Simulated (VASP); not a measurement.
Set up this calculation in VASP 6.6.1, as the native input.

```yaml
Task: single point
Functional: PBE
Dispersion: D3(BJ)
Potentials_or_basis: VASP PAW PBE potentials, release 64 (Zr_sv, N)
Cutoff: 520 eV
k_mesh: 3 × 3 × 1
Occupations: gaussian, width 0.1 eV
Spin: no spin polarisation
Dipole_correction: yes
Further_INCAR_settings: LREAL = Auto; ALGO = Normal; EDIFF = 1e-06; NBANDS = 120
```

The structure of ZrN lies in POSCAR:

```
ZrN
1.0
    6.4475937667      0.0000000000      0.0000000000
    0.0000000000      6.4475937667      0.0000000000
    0.0000000000      0.0000000000     24.2146372748
Zr N
12 12
Direct
    0.2500000000      0.2500000000      0.3303786841
    0.2500000000      0.7500000000      0.3303786841
    0.7500000000      0.2500000000      0.3303786841
    0.7500000000      0.7500000000      0.3303786841
    0.4989658019      0.5010931483      0.4240705419
    0.5016015719     -0.0004969038      0.4238564729
   -0.0001283290      0.4993470314      0.4223665708
   -0.0002949368     -0.0009987114      0.4246484622
    0.7475371236      0.7570862085      0.5267084680
    0.7521878550      0.2604299127      0.5138743424
    0.2231245789      0.6683736035      0.5546019022
    0.2547549253      0.2315345679      0.5245740155
    0.5000000000      0.5000000000      0.3303786841
    0.5000000000      0.0000000000      0.3303786841
    0.0000000000      0.5000000000      0.3303786841
    0.0000000000      0.0000000000      0.3303786841
    0.7496909756      0.7503863103      0.4228931612
    0.7503264390      0.2499747500      0.4237371700
    0.2500747435      0.7505467468      0.4170750615
    0.2500246798      0.2468174021      0.4232608588
   -0.0000812242      0.0133850980      0.5163226000
    0.0035724266      0.4991193973      0.5104229624
    0.5053238572      0.0007521186      0.5226988483
    0.4984722640      0.5034123886      0.5123782961
```

One way to write it, as run:

INCAR

```
  PREC = Accurate
  ENCUT = 520
  EDIFF = 1E-6
  ISMEAR = 0
  SIGMA = 0.1
  LREAL = Auto
  LASPH = T
  NELM = 80
  ALGO = Normal
  ISIF = 2
  LWAVE = F
  LCHARG = T
  LDIPOL = T
  IDIPOL = 3
  DIPOL = 0.5 0.5 0.425
  GGA = PE
  IVDW = 12
  LELF = T
  LVHAR = T
  LVACPOTAV = T
  NBANDS = 120
```

KPOINTS

```
Automatic mesh
0
Gamma
  3 3 1
```

Potentials or basis: VASP PAW PBE potentials, release 64 (Zr_sv, N).

The run is started by

```sh
$ cat potpaw_PBE.64/Zr_sv/POTCAR potpaw_PBE.64/N/POTCAR > POTCAR
$ mpirun -np 1 vasp_std > vasp.out
```

It gave:

The largest force is 2.779 eV/Å and the band gap on the k mesh is 0.15 eV (least direct gap 0.16 eV). The dispersion energy per atom is -0.280 eV.

It took 22 min on 1 thread of Intel(R) Xeon(R) Platinum 8488C (Sapphire Rapids) (shared host), peak memory 1 GiB.
